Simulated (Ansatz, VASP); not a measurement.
**Pd3PbC in VASP and in Ansatz**

File INCAR:

```
SYSTEM = Pd3PbC
ALGO = Normal
EDIFF = 1E-6
ENCUT = 520
GGA = PE
ISIF = 2
ISMEAR = -1
LASPH = .TRUE.
LCHARG = .TRUE.
LELF = .TRUE.
LREAL = .FALSE.
LVHAR = .TRUE.
LWAVE = .FALSE.
NBANDS = 32
NELM = 100
PREC = Accurate
SIGMA = 0.1
```

The input KPOINTS:

```
k-points
0
G
  6 6 6
  0 0 0
```

The input POSCAR:

```
Pd3PbC
1.0
    4.3832594449      0.0000000000      0.0000000000
    0.0000000000      4.3832594449      0.0000000000
    0.0000000000      0.0000000000      4.3832594449
Pd Pb C
3 1 1
Direct
    0.0000000000      0.5000000000      0.5000000000
    0.5000000000      0.5000000000      0.0000000000
    0.5000000000      0.0000000000      0.5000000000
    0.0000000000      0.0000000000      0.0000000000
    0.5000000000      0.5000000000      0.5000000000
```

Input for Ansatz:

```yaml
crystal:
  lattice:
    - [4.383259444887875, 0.0, 0.0]
    - [0.0, 4.383259444887875, 0.0]
    - [0.0, 0.0, 4.383259444887875]
  atoms:
    - { symbol: Pd, position: [0.0, 0.5, 0.5] }
    - { symbol: Pd, position: [0.5, 0.5, 0.0] }
    - { symbol: Pd, position: [0.5, 0.0, 0.5] }
    - { symbol: Pb, position: [0.0, 0.0, 0.0] }
    - { symbol: C, position: [0.5, 0.5, 0.5] }
basis:
  ecutwfc: 557.833418042754
kpoints:
  mp_grid:
    grid: [6, 6, 6]
scf:
  occupations:
    method: fermi_dirac
    width: 0.1
output:
  stress: true
```

Alike in both runs: task single point; functional PBE; k mesh 6 × 6 × 6; occupations fermi-dirac, width 0.1 eV; no spin polarisation.

|  | VASP | Ansatz |
| --- | --- | --- |
| version | VASP 6.6.1 | Ansatz 0.2.0 |
| potentials or method | VASP PAW PBE potentials, release 64 (Pd, Pb_d, C), cutoff 520 eV | plane waves, PAW |
| valence electrons in the cell | 48 | 72 |

|  | VASP | Ansatz | Ansatz less VASP |
| --- | --- | --- | --- |
| pressure (GPa) | -7.7 | -7.7 | +0.02 |

VASP's potentials hold 48 valence electrons a cell and Ansatz's 72, so a difference there can come from the potentials and not from the codes.

Neither program's run includes spin-orbit coupling.
